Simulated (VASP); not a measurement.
Input of a VASP 6.6.1 run:

The input INCAR:

```
SYSTEM = GaN
  ALGO = Normal
  EDIFF = 1E-6
  EDIFFG = -0.002
  ENCUT = 600
  GGA = CA
  IBRION = 2
  ISIF = 3
  ISMEAR = 0
  LASPH = .True.
  LCHARG = .False.
  LREAL = .False.
  LWAVE = .False.
  NELM = 60
  NSW = 100
  PREC = Accurate
  PSTRESS = 150.0
  SIGMA = 0.01
```

The input KPOINTS:

```
k-points
0
Gamma
  8 8 4
  0 0 0
```

POSCAR

```
GaN
1.0
    3.1518145789      0.0000000000      0.0000000000
   -1.5759072894      2.7295514933      0.0000000000
    0.0000000000      0.0000000000      5.1383977941
Ga N
2 2
Direct
    0.3333333333      0.6666666667     -0.0007042243
    0.6666666667      0.3333333333      0.4992957757
    0.3333333333      0.6666666667      0.3757042243
    0.6666666667      0.3333333333      0.8757042243
```

Potentials or basis: VASP PAW LDA potentials, release 64 (Ga_d, N).

Command:

```console
$ cat potpaw_LDA.64/Ga_d/POTCAR potpaw_LDA.64/N/POTCAR > POTCAR
$ mpirun -np 1 vasp_std > vasp.out
```

(1) Predict the relaxed volume.

(2) Estimate the band gap on the k mesh.

(3) Predict the relaxed cell.

Results:

(1) 10.41 Å³/atom.

(2) 2.54 eV.

(3) a = 3.089 Å, b = 3.089 Å, c = 5.038 Å, α = 90.00°, β = 90.00°, γ = 120.00°.

Caveat: the cell is relaxed towards a set pressure, so the run minimises the enthalpy, not the energy.
